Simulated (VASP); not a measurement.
# BaLiF3 (Pm-3m) in VASP: single point with LDA

Aim: the single point of BaLiF3 with LDA.

Everything below comes from runs of VASP 6.6.1. Logs are shortened: lines on timing, memory, paths and dates and some standing lists are left out, and cuts for length are marked.

### 1 The cell of the first run

Symmetry: Pm-3m, No. 221, cubic system. The conventional cell has a = 3.989 Å, b = 3.989 Å, c = 3.989 Å, α = 90.00°, β = 90.00°, γ = 90.00°. Ba (site symmetry m-3m) has 12 F at 2.82 Å and 8 Li at 3.45 Å within 3.7 Å. Within 2.6 Å of Li (site symmetry m-3m) lie 6 F at 1.99 Å. Within 2.6 Å of F (site symmetry 4/mmm) lie 2 Li at 1.99 Å.

### 2 Single point, LDA

Contents of INCAR:

```
SYSTEM = BaLiF3
  PREC = Accurate
  ENCUT = 520
  EDIFF = 1E-7
  ISMEAR = 0
  SIGMA = 0.01
  LREAL = .False.
  LASPH = .True.
  NELM = 60
  ALGO = Normal
  ISIF = 2
  LWAVE = .False.
  LCHARG = .False.
  NBANDS = 25
```

Contents of KPOINTS:

```
regular mesh
0
Gamma
  5 5 5
  0 0 0
```

Contents of POSCAR:

```
BaLiF3
1.0
    3.9885820000      0.0000000000      0.0000000000
    0.0000000000      3.9885820000      0.0000000000
    0.0000000000      0.0000000000      3.9885820000
Ba Li F
1 1 3
Direct
    0.0000000000      0.0000000000      0.0000000000
    0.5000000000      0.5000000000      0.5000000000
    0.0000000000      0.5000000000      0.5000000000
    0.5000000000      0.5000000000      0.0000000000
    0.5000000000      0.0000000000      0.5000000000
```

Potentials or basis: VASP PAW LDA potentials, release 64 (Ba_sv, Li_sv, F).

On the command line:

```bash
cat potpaw_LDA.64/Ba_sv/POTCAR potpaw_LDA.64/Li_sv/POTCAR potpaw_LDA.64/F/POTCAR > POTCAR
mpirun -np 1 vasp_std > vasp.out
```

OUTCAR:

```text
SYSTEM = BaLiF3
   PREC = Accurate
   ENCUT = 520
   EDIFF = 1E-7
   ISMEAR = 0
   LREAL = .False.
   LASPH = .True.
   NELM = 60
   ISIF = 2

 ion  position               nearest neighbor table
   1  0.000  0.000  0.000-   3 2.82   4 2.82   5 2.82   3 2.82   5 2.82   3 2.82   4 2.82   3 2.82
                             4 2.82   5 2.82   5 2.82   4 2.82   2 3.45   2 3.45   2 3.45   2 3.45
   2  0.500  0.500  0.500-   3 1.99   4 1.99   5 1.99   4 1.99   5 1.99   3 1.99   1 3.45   1 3.45
                             1 3.45   1 3.45   1 3.45   1 3.45   1 3.45   1 3.45
   3  0.000  0.500  0.500-   2 1.99   2 1.99   1 2.82   1 2.82   1 2.82   1 2.82
   4  0.500  0.500  0.000-   2 1.99   2 1.99   1 2.82   1 2.82   1 2.82   1 2.82
   5  0.500  0.000  0.500-   2 1.99   2 1.99   1 2.82   1 2.82   1 2.82   1 2.82

  LATTYP: Found a simple cubic cell.
 ALAT       =     3.9885820000

  Lattice vectors:

 A1 = (   3.9885820000,   0.0000000000,   0.0000000000)
 A2 = (   0.0000000000,   3.9885820000,   0.0000000000)
 A3 = (   0.0000000000,   0.0000000000,   3.9885820000)

Analysis of symmetry for initial positions (statically):
=====================================================================
 Subroutine PRICEL returns:
 Original cell was already a primitive cell.

 Routine SETGRP: Setting up the symmetry group for a
 simple cubic supercell.

 Subroutine GETGRP returns: Found 48 space group operations
 (whereof 48 operations were pure point group operations)
 out of a pool of 48 trial point group operations.

The static configuration has the point symmetry O_h .

Analysis of symmetry for dynamics (positions and initial velocities):
=====================================================================
 Subroutine PRICEL returns:
 Original cell was already a primitive cell.

 Routine SETGRP: Setting up the symmetry group for a
 simple cubic supercell.

 Subroutine GETGRP returns: Found 48 space group operations
 (whereof 48 operations were pure point group operations)
 out of a pool of 48 trial point group operations.

The dynamic configuration has the point symmetry O_h .

 Subroutine INISYM returns: Found 48 space group operations
 (whereof 48 operations are pure point group operations),
 and found     1 'primitive' translations

----------------------------------------------------------------------------------------

                                     Primitive cell

  volume of cell :      63.4535

  direct lattice vectors                    reciprocal lattice vectors
     3.988582000  0.000000000  0.000000000     0.250715668  0.000000000  0.000000000
     0.000000000  3.988582000  0.000000000     0.000000000  0.250715668  0.000000000
     0.000000000  0.000000000  3.988582000     0.000000000  0.000000000  0.250715668

  length of vectors
     3.988582000  3.988582000  3.988582000     0.250715668  0.250715668  0.250715668

  position of ions in fractional coordinates (direct lattice)
     0.000000000  0.000000000  0.000000000
     0.500000000  0.500000000  0.500000000
     0.000000000  0.500000000  0.500000000
     0.500000000  0.500000000  0.000000000
     0.500000000  0.000000000  0.500000000

  ion indices of the primitive-cell ions
   primitive index   ion index
                 1           1
                 2           2
                 3           3
                 4           4
                 5           5

----------------------------------------------------------------------------------------

 KPOINTS: regular mesh

Automatic generation of k-mesh.
 Grid dimensions read from file:
 generate k-points for:    5    5    5

 Generating k-lattice:

  Cartesian coordinates                     Fractional coordinates (reciprocal lattice)
     0.050143134  0.000000000  0.000000000     0.200000000  0.000000000  0.000000000
     0.000000000  0.050143134  0.000000000     0.000000000  0.200000000  0.000000000
     0.000000000  0.000000000  0.050143134     0.000000000  0.000000000  0.200000000

  Length of vectors
     0.050143134  0.050143134  0.050143134

  Shift w.r.t. Gamma in fractional coordinates (k-lattice)
     0.000000000  0.000000000  0.000000000

 Subroutine IBZKPT returns following result:
 ===========================================

 Found     10 irreducible k-points:

 Following reciprocal coordinates:
            Coordinates               Weight
  0.000000  0.000000  0.000000      1.000000
  0.200000  0.000000  0.000000      6.000000
  0.400000  0.000000  0.000000      6.000000
  0.200000  0.200000  0.000000     12.000000
  0.400000  0.200000  0.000000     24.000000
  0.400000  0.400000  0.000000     12.000000
  0.200000  0.200000  0.200000      8.000000
  0.400000  0.200000  0.200000     24.000000
  0.400000  0.400000  0.200000     24.000000
  0.400000  0.400000  0.400000      8.000000
   k-points           NKPTS =     10   k-points in BZ     NKDIM =     10   number of bands    NBANDS=     25
   number of dos      NEDOS =    301   number of ions     NIONS =      5
   total plane-waves  NPLWV =  27000
   dimension x,y,z NGX =    30 NGY =   30 NGZ =   30
   dimension x,y,z NGXF=    60 NGYF=   60 NGZF=   60
   ions per type =               1   1   3
   NGX,Y,Z   is equivalent  to a cutoff of  12.50, 12.50, 12.50 a.u.
   NGXF,Y,Z  is equivalent  to a cutoff of  25.01, 25.01, 25.01 a.u.
 SYSTEM =  BaLiF3
   PREC   = accura    normal or accurate (medium, high low for compatibility)
   ISTART =      0    job   : 0-new  1-cont  2-samecut
   ICHARG =      2    charge: 1-file 2-atom 10-const
   ISPIN  =      1    spin polarized calculation?
   LNONCOLLINEAR =      F non collinear calculations
   LSORBIT =      F    spin-orbit coupling
   LASPH  =      T    aspherical Exc in radial PAW
   ENCUT  =  520.0 eV  38.22 Ry    6.18 a.u.   7.42  7.42  7.42*2*pi/ulx,y,z
   NELM   =     60;   NELMIN=  2; NELMDL= -5     # of ELM steps
   EDIFF  = 0.1E-06   stopping-criterion for ELM
   LREAL  =      F    real-space projection
   EDIFFG = 0.1E-05   stopping-criterion for IOM
   NSW    =      0    number of steps for IOM
   IBRION =     -1    ionic relax: 0-MD 1-quasi-New 2-CG
   NFREE  =      0    steps in history (QN), initial steepest desc. (CG)
   ISIF   =      2    stress and relaxation
   ISYM   =      2    0-nonsym 1-usesym 2-fastsym
   POTIM  = 0.5000    time-step for ionic-motion
   TEBEG  =    0.0;   TEEND  =   0.0 temperature during run
   PSTRESS=    0.0 pullay stress
   NELECT =      34.0000    total number of electrons
   NUPDOWN=      -1.0000    fix difference up-down
   EMIN   =  10.00;   EMAX   =-10.00  energy-range for DOS
   EFERMI =   0.00;   METHOD = LEGACY
   ISMEAR =     0;   SIGMA  =   0.01  broadening in eV -4-tet -1-fermi 0-gaus
   EFERMI_NEDOS =   21; number of points for ismear=-14 and -15
   IALGO  =     38    algorithm
   IMIX   =      4    mixing-type and parameters
     AMIX     =   0.40;   BMIX     =  1.00
     AMIX_MAG =   1.60;   BMIX_MAG =  1.00
  volume/ion in A,a.u.               =      12.69        85.64
  Fermi-wavevector in a.u.,A,eV,Ry     =   1.329687  2.512743 24.056003  1.768066
  Thomas-Fermi vector in A             =   2.458830
   LORBIT       =      0    0 simple, 1 ext, 2 COOP (PROOUT), +10 PAW based schemes
   GGA     = CA    functional components
   LHFCALC =     F    Hartree Fock is set to
   AEXX    =    0.0000 exact exchange contribution
   IVDW    =     0    specifies the selected vdW correction
   LEPSILON=     F    determine dielectric tensor
   LRPA    =     F    only Hartree local field effects (RPA)
 non-spin polarized calculation
 Gauss-broadening in eV      SIGMA  =   0.01
  energy-cutoff  :      520.00
  volume of cell :       63.45
 maximum number of plane-waves:      1743
 NGX is ok and might be reduce to    30
   NGX = 15   NGY = 15   NGZ = 15

 number of electron      33.9999948 magnetization

 Free energy of the ion-electron system (eV)
  ---------------------------------------------------
  ext. energy  EPLUGINS =         0.00000000
  ---------------------------------------------------
  free energy    TOTEN  =       -29.22264978 eV

  energy without entropy =      -29.22264978  energy(sigma->0) =      -29.22264978

 E-fermi :  -0.8031     XC(G=0): -10.7345

 val. band max:       -0.8556405236   @ k =   0.0000   0.0000   0.0000
 cond. band min:       5.6184200546   @ k =   0.0000   0.0000   0.0000
 fundamental gap:      6.4740605782
 Fermi energy:        -0.8030659704

 k-point     1 :       0.0000    0.0000    0.0000
  band No.  band energies     occupation
      1     -40.4895      2.00000
      2     -24.2570      2.00000
      3     -20.0725      2.00000
      4     -19.6726      2.00000
      5     -19.6726      2.00000
      6      -9.2845      2.00000
[... 17 lines left out ...]
     24      15.6454      0.00000
     25      15.6454      0.00000

 k-point     2 :       0.2000    0.0000    0.0000
  band No.  band energies     occupation
      1     -40.4889      2.00000
      2     -24.2047      2.00000
      3     -20.1099      2.00000
      4     -19.7442      2.00000
      5     -19.6667      2.00000
      6      -9.2654      2.00000
[... 17 lines left out ...]
     24      14.6889      0.00000
     25      15.9234      0.00000

 k-point     3 :       0.4000    0.0000    0.0000
  band No.  band energies     occupation
      1     -40.4879      2.00000
      2     -24.1154      2.00000
      3     -20.1969      2.00000
      4     -19.8368      2.00000
      5     -19.6582      2.00000
      6      -9.2356      2.00000
[... 160 lines left out ...]
 k-point     9 :       0.4000    0.4000    0.2000
  band No.  band energies     occupation
      1     -40.4859      2.00000
      2     -23.9846      2.00000
      3     -20.0419      2.00000
      4     -19.9379      2.00000
      5     -19.8475      2.00000
      6      -9.6377      2.00000
[... 17 lines left out ...]
     24      13.8959      0.00000
     25      14.0788      0.00000

 k-point    10 :       0.4000    0.4000    0.4000
  band No.  band energies     occupation
      1     -40.4850      2.00000
      2     -23.9430      2.00000
      3     -19.9887      2.00000
      4     -19.9128      2.00000
      5     -19.9128      2.00000
      6      -9.8158      2.00000
[... 17 lines left out ...]
     24      14.5363      0.00000
     25      15.1993      0.00000

------------------------ aborting loop because EDIFF is reached ----------------------------------------

  FORCE on cell =-STRESS in cart. coord.  units (eV):
  Direction    XX          YY          ZZ          XY          YZ          ZX
  --------------------------------------------------------------------------------------
  -------------------------------------------------------------------------------------
  Total       -2.0005112     -2.0005112     -2.0005112     -0.0000000     -0.0000000      0.0000000
  in kB      -50.5121669    -50.5121669    -50.5121669     -0.0000000     -0.0000000      0.0000000
  external PRESSURE =     -50.5121669 kB  Pullay stress =       0.0000000 kB

 VOLUME and BASIS-vectors are now :
 -----------------------------------------------------------------------------
  energy-cutoff  :      520.00
  volume of cell :       63.45
      direct lattice vectors                 reciprocal lattice vectors
     3.988582000  0.000000000  0.000000000     0.250715668  0.000000000  0.000000000
     0.000000000  3.988582000  0.000000000     0.000000000  0.250715668  0.000000000
     0.000000000  0.000000000  3.988582000     0.000000000  0.000000000  0.250715668

 POSITION                                       TOTAL-FORCE (eV/Angst)
 -----------------------------------------------------------------------------------
      0.00000      0.00000      0.00000         0.000000      0.000000      0.000000
      1.99429      1.99429      1.99429         0.000000      0.000000      0.000000
      0.00000      1.99429      1.99429         0.000000      0.000000      0.000000
      1.99429      1.99429      0.00000         0.000000      0.000000      0.000000
      1.99429      0.00000      1.99429         0.000000      0.000000      0.000000
 -----------------------------------------------------------------------------------
    total drift:                                0.000000      0.000000     -0.000000

  FREE ENERGIE OF THE ION-ELECTRON SYSTEM (eV)
  ---------------------------------------------------
  free  energy   TOTEN  =       -29.2226497827 eV

  energy  without entropy=      -29.2226497827  energy(sigma->0) =      -29.22264978
```

It took 13 s on 1 thread of Intel Xeon Platinum 8259CL at 2.50GHz (Skylake/Cascade Lake), shared host; peak memory 0.15 GiB.

What came out:

```yaml
Free_energy: -29.2226 eV
Band_gap_on_the_k_mesh: 6.47 eV, direct
```

Caveat: the cutoff is under 1.25 times the usual one of these potentials, so pressure, stress and relaxed cells hold a basis-set (Pulay) error; spin-orbit coupling is left out, which moves the levels of the heavy elements. A hybrid or GW would open this gap; LDA tends to underestimate it.
